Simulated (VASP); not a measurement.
In, 2 atoms in the cell. It takes space group Fd-3m (No. 227, cubic). The conventional cell has a = 6.826 Å, b = 6.826 Å, c = 6.826 Å, α = 90.00°, β = 90.00°, γ = 90.00°. In (site symmetry -43m) has 4 In at 2.96 Å within 3.9 Å. This isn't the form of In at room conditions, which is tetragonal.

- Program: VASP 6.6.1
- Task: single point
- Functional: revPBE
- Potentials or basis: VASP PAW PBE potentials, release 64 (In_d)
- Cutoff: 520 eV
- k mesh: 9 × 9 × 9
- Occupations: fermi-dirac, width 0.1 eV
- Spin: no spin polarisation
- Dipole correction: no
- Further INCAR settings: ALGO = Normal; EDIFF = 1e-06; NBANDS = 20

Potentials or basis: VASP PAW PBE potentials, release 64 (In_d).

The run is started by

```console
$ cat potpaw_PBE.64/In_d/POTCAR > POTCAR
$ mpirun -np 1 vasp_std > vasp.out
```

Hardware: 1 thread of Intel Xeon 8259CL, on a shared host.

Question: Estimate the wall time of this run.

Answer: Wall time 66 s on 1 thread of Intel Xeon 8259CL, on a shared host, peak memory 0.22 GiB. Counts: scf iterations 14, k points 35.
